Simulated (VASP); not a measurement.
A run of VASP 6.6.1:

INCAR

```
SYSTEM = Mo
  PREC = Accurate
  ENCUT = 520
  EDIFF = 1E-6
  ISMEAR = 0
  SIGMA = 0.05
  LREAL = .FALSE.
  LASPH = .TRUE.
  NELM = 80
  ALGO = Normal
  ISIF = 2
  LWAVE = .FALSE.
  LCHARG = .FALSE.
  GGA = PE
  NBANDS = 13
```

KPOINTS

```
Automatic mesh
0
G
  10 10 10
  0 0 0
```

Contents of POSCAR:

```
Mo
1.0
    0.0000000000      1.9597664848      1.9597664848
    1.9597664848      0.0000000000      1.9597664848
    1.9597664848      1.9597664848      0.0000000000
Mo
1
Direct
    0.0000000000      0.0000000000      0.0000000000
```

Potentials or basis: VASP PAW PBE potentials, release 64 (Mo_sv).

The run is started by

```sh
$ cat potpaw_PBE.64/Mo_sv/POTCAR > POTCAR
$ mpirun -np 1 vasp_std > vasp.out
```

Hardware: 1 thread of Intel(R) Xeon(R) 6975P-C (Granite Rapids), on a shared host.

Q: How long does it take, and how much memory?

A: Run time: 3.7 s on 1 thread of Intel(R) Xeon(R) 6975P-C (Granite Rapids), on a shared host, peak memory 0.14 GiB. Counts: scf iterations 11, k points 47.
